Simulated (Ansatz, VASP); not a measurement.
# As in VASP and in Ansatz

```
CELL_PARAMETERS angstrom
3.83229 0.00000 0.00000
-1.91615 3.31886 0.00000
0.00000 0.00000 6.32328
ATOMIC_POSITIONS crystal
As 0.33333 0.66667 0.43750
As 0.66667 0.33333 0.93750
As 0.66667 0.33333 0.56250
As 0.33333 0.66667 0.06250
```

Alike in both runs: task single point; functional PBEsol; k mesh 6 × 6 × 4; occupations gaussian, width 0.1 eV; no spin polarisation.

```csv
,VASP,Ansatz
version,VASP 6.6.1,Ansatz 0.2.0
potentials or method,"VASP PAW PBE potentials, release 64 (As), cutoff 520 eV","scalar-relativistic, plane waves, PAW"
valence electrons in the cell,20,60
```

|  | VASP | Ansatz | Ansatz less VASP |
| --- | --- | --- | --- |
| gap on the k mesh at the Fermi level (eV) | none | none | - |
| rms of the force components (eV/Å) | 0.258 | 0.244 | -0.0137 |

VASP's potentials were made for PBE, not for PBEsol. Atom by atom the forces differ by 0.014 eV/Å (rms over components). A gap of «none» marks a metal or a gap that the smearing closes. VASP's potentials hold 20 valence electrons a cell and Ansatz's 60, so a difference there can come from the potentials and not from the codes.
